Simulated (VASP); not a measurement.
Set up this calculation in VASP 6.6.1, as the native input.

- Task: single point
- Functional: PBE
- Potentials or basis: VASP PAW PBE potentials, release 64 (Ga_d, As)
- Cutoff: 520 eV
- k mesh: 8 × 8 × 8
- Occupations: fermi-dirac, width 0.02 eV
- Spin: no spin polarisation
- Dipole correction: no
- Further INCAR settings: ALGO = Normal; EDIFF = 1e-06; NBANDS = 16

The structure of GaAs lies in POSCAR:

```
GaAs
1.0
    0.0000000000      2.8330850941      2.8330850941
    2.8330850941      0.0000000000      2.8330850941
    2.8330850941      2.8330850941      0.0000000000
Ga As
1 1
Direct
    0.0000000000      0.0000000000      0.0000000000
    0.2500000000      0.2500000000      0.2500000000
```

One way to write it, as run:

INCAR

```
ALGO = Normal ; EDIFF = 1E-6
ENCUT = 520 ; GGA = PE
ISIF = 2 ; ISMEAR = -1
LASPH = True ; LCHARG = False
LREAL = False ; LWAVE = False
NBANDS = 16 ; NELM = 100
PREC = Accurate ; SIGMA = 0.02
```

KPOINTS

```
k-points
0
Gamma
  8 8 8
```

Potentials or basis: VASP PAW PBE potentials, release 64 (Ga_d, As).

Command:

```console
$ cat potpaw_PBE.64/Ga_d/POTCAR potpaw_PBE.64/As/POTCAR > POTCAR
$ mpirun -np 1 vasp_std > vasp.out
```

It gave:

The pressure is 2.9 GPa and the band gap on the k mesh is 0.47 eV, direct.

Run time: 18 s on 1 thread of Intel(R) Xeon(R) Platinum 8375C CPU @ 2.90GHz (Ice Lake), on a shared host, peak memory 0.16 GiB.
